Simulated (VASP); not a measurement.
The system is Cl.

```
Cl
1.0
     3.14500   -2.25000    0.00000
     3.14500    2.25000    0.00000
     0.00000    0.00000    8.21000
Cl
4
Direct
  0.87000 0.13000 0.10000
  0.63000 0.37000 0.60000
  0.13000 0.87000 0.90000
  0.37000 0.63000 0.40000
```

- Program: VASP 6.6.1
- Task: relaxation of the atoms
- Functional: PBE
- Dispersion: D3(BJ)
- Potentials or basis: VASP PAW PBE potentials, release 64 (Cl)
- Cutoff: 520 eV
- k mesh: 8 × 8 × 4
- Occupations: gaussian, width 0.02 eV
- Spin: no spin polarisation

At the start: pressure -0.7 GPa; volume 29.05 Å³/atom.

**Question.** Where does the relaxation end?

**Answer.** Over 10 steps the energy falls by 3.4 meV/atom at a fixed cell; space group Cmce (No. 64, to 0.1 Å) before and after.

The path:
```
step  energy change (eV)  largest force (eV/Å)  pressure (GPa)
   1              0.0000                0.1593           -0.74
   2             -0.0022                0.1070           -0.34
   3             -0.0022                0.0935           -0.38
   4             -0.0038                0.0863           -0.39
   5             -0.0079                0.0621           -0.43
   6             -0.0126                0.0422           -0.54
   7             -0.0063                0.2512           -0.86
   8             -0.0132                0.0701           -0.60
   9             -0.0121                0.1580           -0.14
  10             -0.0136                0.0094           -0.44
```

Final structure:
```yaml
crystal:
  lattice:
    - [3.14500, -2.25000, 0.00000]
    - [3.14500, 2.25000, 0.00000]
    - [0.00000, 0.00000, 8.21000]
  atoms:
    - { symbol: Cl, position: [0.88379, 0.11621, 0.10443] }
    - { symbol: Cl, position: [0.61621, 0.38379, 0.60443] }
    - { symbol: Cl, position: [0.11621, 0.88379, 0.89557] }
    - { symbol: Cl, position: [0.38379, 0.61621, 0.39557] }
```
